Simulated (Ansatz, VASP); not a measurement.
## AgRh in VASP and in Ansatz

```
CELL_PARAMETERS angstrom
2.74005 0.00000 0.00000
-1.37002 2.37295 0.00000
0.00000 0.00000 4.74361
ATOMIC_POSITIONS crystal
Ag 0.00000 0.00000 0.50000
Rh 0.66667 0.33333 0.00000
```

Change from the starting cell: volume scaled by 0.96, no spin polarisation, PAW files.

Alike in both runs: task single point; functional PBE; k mesh 14 × 14 × 7; occupations fermi-dirac, width 0.05 eV; no spin polarisation.

```csv
,VASP,Ansatz
version,VASP 6.6.1,Ansatz 0.2.0
potentials or method,"VASP PAW PBE potentials, release 64 (Ag, Rh_pv)","PAW with Ansatz's default frozen-core files, scalar-relativistic"
plane-wave cutoff (eV),520,420
valence electrons in the cell,26,36
```

Ansatz gave:

```
pressure (GPa)                                                : 4.3
traceless stress, the component that is largest in VASP (GPa) : -1.32
```

Q: What did VASP give for the same quantities?

A: Pressure (GPa): 4.2; traceless stress, the component that is largest in VASP (GPa): -1.28.

VASP's potentials hold 26 valence electrons a cell and Ansatz's 36, so a difference there can come from the potentials and not from the codes.
